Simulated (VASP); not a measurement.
# SnO2 (P4_2/mnm) in VASP: notebook, part 2 of 2

VASP 6.6.1.

### 3 Relaxation of cell and atoms, PBEsol

INCAR reads:

```
PREC = Accurate
ENCUT = 600
EDIFF = 1E-7
ISMEAR = 0
SIGMA = 0.02
LREAL = F
LASPH = T
NELM = 120
ALGO = Normal
ISIF = 3
LWAVE = F
LCHARG = F
GGA = PS
IBRION = 2
NSW = 100
EDIFFG = -0.002
GGA_COMPAT = F
NELMIN = 4
```

KPOINTS reads:

```
Automatic mesh
0
Gamma
  6 6 8
```

POSCAR reads:

```
SnO2
1.0
    4.7700000000      0.0000000000      0.0000000000
    0.0000000000      4.7700000000      0.0000000000
    0.0000000000      0.0000000000      3.2100000000
Sn O
2 4
Direct
    0.0000000000      0.0000000000      0.0000000000
    0.5000000000      0.5000000000      0.5000000000
    0.3070000000      0.3070000000      0.0000000000
    0.6930000000      0.6930000000      0.0000000000
    0.1930000000      0.8070000000      0.5000000000
    0.8070000000      0.1930000000      0.5000000000
```

Potentials or basis: VASP PAW PBE potentials, release 64 (Sn_d, O).

Started as:

```sh
$ cat potpaw_PBE.64/Sn_d/POTCAR potpaw_PBE.64/O/POTCAR > POTCAR
$ mpirun -np 1 vasp_std > vasp.out
```

OUTCAR:

```text
PREC = Accurate
   ENCUT = 600
   EDIFF = 1E-7
   ISMEAR = 0
   LREAL = F
   LASPH = T
   NELM = 120
   ISIF = 3
   GGA = PS
   IBRION = 2
   NSW = 100
   EDIFFG = -0.002
   NELMIN = 4

 ion  position               nearest neighbor table
   1  0.000  0.000  0.000-   5 2.07   6 2.07   5 2.07   6 2.07   3 2.07   4 2.07   2 3.74   2 3.74
                             2 3.74   2 3.74   2 3.74   2 3.74   2 3.74   2 3.74
   2  0.500  0.500  0.500-   3 2.07   4 2.07   3 2.07   4 2.07   5 2.07   6 2.07   1 3.74   1 3.74
                             1 3.74   1 3.74   1 3.74   1 3.74   1 3.74   1 3.74
   3  0.307  0.307  0.000-   2 2.07   2 2.07   1 2.07
   4  0.693  0.693  0.000-   2 2.07   2 2.07   1 2.07
   5  0.193  0.807  0.500-   1 2.07   1 2.07   2 2.07
   6  0.807  0.193  0.500-   1 2.07   1 2.07   2 2.07

  LATTYP: Found a simple tetragonal cell.
 ALAT       =     4.7700000000
 C/A-ratio  =     0.6729559748

  Lattice vectors:

 A1 = (   4.7700000000,   0.0000000000,   0.0000000000)
 A2 = (   0.0000000000,   4.7700000000,   0.0000000000)
 A3 = (   0.0000000000,   0.0000000000,   3.2100000000)

Analysis of symmetry for initial positions (statically):
=====================================================================
 Subroutine PRICEL returns:
 Original cell was already a primitive cell.

 Routine SETGRP: Setting up the symmetry group for a
 simple tetragonal supercell.

 Subroutine GETGRP returns: Found 16 space group operations
 (whereof  8 operations were pure point group operations)
 out of a pool of 16 trial point group operations.

The static configuration has the point symmetry D_2h.
 The point group associated with its full space group is D_4h.

Analysis of symmetry for dynamics (positions and initial velocities):
=====================================================================
 Subroutine PRICEL returns:
 Original cell was already a primitive cell.

 Routine SETGRP: Setting up the symmetry group for a
 simple tetragonal supercell.

 Subroutine GETGRP returns: Found 16 space group operations
 (whereof  8 operations were pure point group operations)
 out of a pool of 16 trial point group operations.

The dynamic configuration has the point symmetry D_2h.
 The point group associated with its full space group is D_4h.

 Subroutine INISYM returns: Found 16 space group operations
 (whereof  8 operations are pure point group operations),
 and found     1 'primitive' translations

----------------------------------------------------------------------------------------

                                     Primitive cell

  volume of cell :      73.0368

  direct lattice vectors                    reciprocal lattice vectors
     4.770000000  0.000000000  0.000000000     0.209643606  0.000000000  0.000000000
     0.000000000  4.770000000  0.000000000     0.000000000  0.209643606  0.000000000
     0.000000000  0.000000000  3.210000000     0.000000000  0.000000000  0.311526480

  length of vectors
     4.770000000  4.770000000  3.210000000     0.209643606  0.209643606  0.311526480

  position of ions in fractional coordinates (direct lattice)
     0.000000000  0.000000000  0.000000000
[... 43 lines left out ...]
  0.000000  0.000000  0.000000      1.000000
  0.166667  0.000000  0.000000      4.000000
  0.333333  0.000000  0.000000      4.000000
  0.500000  0.000000  0.000000      2.000000
  0.166667  0.166667  0.000000      4.000000
  0.333333  0.166667  0.000000      8.000000
[... 16 lines left out ...]
  0.333333  0.000000  0.250000      8.000000
  0.500000  0.000000  0.250000      4.000000
 [... further k-points ...]
   k-points           NKPTS =     50   k-points in BZ     NKDIM =     50   number of bands    NBANDS=     31
   number of dos      NEDOS =    301   number of ions     NIONS =      6
   total plane-waves  NPLWV =  44800
   dimension x,y,z NGX =    40 NGY =   40 NGZ =   28
   dimension x,y,z NGXF=    80 NGYF=   80 NGZF=   56
   ions per type =               2   4
   NGX,Y,Z   is equivalent  to a cutoff of  13.94, 13.94, 14.50 a.u.
   NGXF,Y,Z  is equivalent  to a cutoff of  27.88, 27.88, 29.00 a.u.
 SYSTEM =  unknown system
   PREC   = accura    normal or accurate (medium, high low for compatibility)
   ISTART =      0    job   : 0-new  1-cont  2-samecut
   ICHARG =      2    charge: 1-file 2-atom 10-const
   ISPIN  =      1    spin polarized calculation?
   LNONCOLLINEAR =      F non collinear calculations
   LSORBIT =      F    spin-orbit coupling
   LASPH  =      T    aspherical Exc in radial PAW
   ENCUT  =  600.0 eV  44.10 Ry    6.64 a.u.   9.53  9.53  6.41*2*pi/ulx,y,z
   NELM   =    120;   NELMIN=  4; NELMDL= -5     # of ELM steps
   EDIFF  = 0.1E-06   stopping-criterion for ELM
   LREAL  =      F    real-space projection
   EDIFFG = -.2E-02   stopping-criterion for IOM
   NSW    =    100    number of steps for IOM
   IBRION =      2    ionic relax: 0-MD 1-quasi-New 2-CG
   NFREE  =      1    steps in history (QN), initial steepest desc. (CG)
   ISIF   =      3    stress and relaxation
   ISYM   =      2    0-nonsym 1-usesym 2-fastsym
   POTIM  = 0.5000    time-step for ionic-motion
   TEBEG  =    0.0;   TEEND  =   0.0 temperature during run
   PSTRESS=    0.0 pullay stress
   NELECT =      52.0000    total number of electrons
   NUPDOWN=      -1.0000    fix difference up-down
   EMIN   =  10.00;   EMAX   =-10.00  energy-range for DOS
   EFERMI =   0.00;   METHOD = LEGACY
   ISMEAR =     0;   SIGMA  =   0.02  broadening in eV -4-tet -1-fermi 0-gaus
   EFERMI_NEDOS =   21; number of points for ismear=-14 and -15
   IALGO  =     38    algorithm
   IMIX   =      4    mixing-type and parameters
     AMIX     =   0.40;   BMIX     =  1.00
     AMIX_MAG =   1.60;   BMIX_MAG =  1.00
  volume/ion in A,a.u.               =      12.17        82.15
  Fermi-wavevector in a.u.,A,eV,Ry     =   1.461825  2.762448 29.074725  2.136932
  Thomas-Fermi vector in A             =   2.578111
   LORBIT       =      0    0 simple, 1 ext, 2 COOP (PROOUT), +10 PAW based schemes
   GGA     = PS    functional components
   LHFCALC =     F    Hartree Fock is set to
   AEXX    =    0.0000 exact exchange contribution
   IVDW    =     0    specifies the selected vdW correction
   LEPSILON=     F    determine dielectric tensor
   LRPA    =     F    only Hartree local field effects (RPA)
 conjugate gradient relaxation of ions
 non-spin polarized calculation
 Gauss-broadening in eV      SIGMA  =   0.02
  energy-cutoff  :      600.00
  volume of cell :       73.04
 maximum number of plane-waves:      2461
 NGX is ok and might be reduce to    40
   NGX = 19   NGY = 19   NGZ = 13

--------------------------------------- Ionic step        1  -------------------------------------------

 number of electron      52.0000007 magnetization

 Free energy of the ion-electron system (eV)
  ---------------------------------------------------
  ext. energy  EPLUGINS =         0.00000000
  ---------------------------------------------------
  free energy    TOTEN  =       -39.67725748 eV

  energy without entropy =      -39.67725748  energy(sigma->0) =      -39.67725748

------------------------ aborting loop because EDIFF is reached ----------------------------------------

  FORCE on cell =-STRESS in cart. coord.  units (eV):
  Direction    XX          YY          ZZ          XY          YZ          ZX
  --------------------------------------------------------------------------------------
  -------------------------------------------------------------------------------------
  Total        0.2299641      0.2299641      0.5467609     -0.0000000      0.0000000      0.0000000
  in kB        5.0446248      5.0446248     11.9940597     -0.0000000      0.0000000      0.0000000
  external PRESSURE =       7.3611031 kB  Pullay stress =       0.0000000 kB
[... 147 lines left out ...]
--------------------------------------- Ionic step        5  -------------------------------------------

 number of electron      52.0000006 magnetization

 Free energy of the ion-electron system (eV)
  ---------------------------------------------------
  ext. energy  EPLUGINS =         0.00000000
  ---------------------------------------------------
  free energy    TOTEN  =       -39.67911046 eV

  energy without entropy =      -39.67911046  energy(sigma->0) =      -39.67911046

 E-fermi :   5.9285     XC(G=0): -11.4137

 val. band max:        5.7485030825   @ k =   0.0000   0.0000   0.0000
 cond. band min:       6.6340284202   @ k =   0.0000   0.0000   0.0000
 fundamental gap:      0.8855253376
 Fermi energy:         5.9285236023

 k-point     1 :       0.0000    0.0000    0.0000
  band No.  band energies     occupation
      1     -15.2500      2.00000
      2     -14.5038      2.00000
      3     -14.2662      2.00000
      4     -14.2407      2.00000
      5     -14.2407      2.00000
      6     -14.1735      2.00000
[... 805 lines left out ...]
     30      14.1887      0.00000
     31      14.9181      0.00000

 [... further k-points ...]
[... 5 lines left out ...]
  --------------------------------------------------------------------------------------
  -------------------------------------------------------------------------------------
  Total        0.0039841      0.0039841     -0.0044576     -0.0000000      0.0000000      0.0000000
  in kB        0.0871771      0.0871771     -0.0975377     -0.0000000      0.0000000      0.0000000
  external PRESSURE =       0.0256055 kB  Pullay stress =       0.0000000 kB
[... 21 lines left out ...]
  FREE ENERGIE OF THE ION-ELECTRON SYSTEM (eV)
  ---------------------------------------------------
  free  energy   TOTEN  =       -39.6791104645 eV

  energy  without entropy=      -39.6791104645  energy(sigma->0) =      -39.67911046

 reached required accuracy - stopping structural energy minimisation
```

Wall time 8.2 min (1 thread of Oxide Virtual Turin-like, shared host); peak memory 0.25 GiB.

Results:

```
Free energy                           : -39.6791 eV
Relaxed volume                        : 12.20 Å³/atom
Relaxed cell                          : a = 4.771 Å, b = 4.771 Å, c = 3.216 Å, α = 90.00°, β = 90.00°, γ = 90.00°
Space group after relaxing (to 0.1 Å) : P4_2/mnm (No. 136)
Energy gained by relaxing             : 0.3 meV/atom
Ionic steps                           : 5
Pressure after relaxing               : 0.0 GPa
Band gap on the k mesh                : 0.89 eV
```

The path:
```tsv
step	energy change (eV)	largest force (eV/Å)	pressure (GPa)	volume (Å³)
1	0.0000	0.1261	0.74	73.04
2	-0.0002	0.0428	-1.15	73.63
3	-0.0016	0.0380	-0.26	73.34
4	-0.0018	0.0045	0.04	73.20
5	-0.0019	0.0008	0.00	73.22
```

Final structure:
```
CELL_PARAMETERS angstrom
4.77145 0.00000 0.00000
0.00000 4.77145 0.00000
0.00000 0.00000 3.21614
ATOMIC_POSITIONS crystal
Sn 0.00000 0.00000 0.00000
Sn 0.50000 0.50000 0.50000
O 0.30625 0.30625 0.00000
O 0.69375 0.69375 0.00000
O 0.19375 0.80625 0.50000
O 0.80625 0.19375 0.50000
```

Caveat: the PAW data sets were made with another functional, which shifts forces and pressure a little; spin-orbit coupling is left out, which moves the levels of the heavy elements.
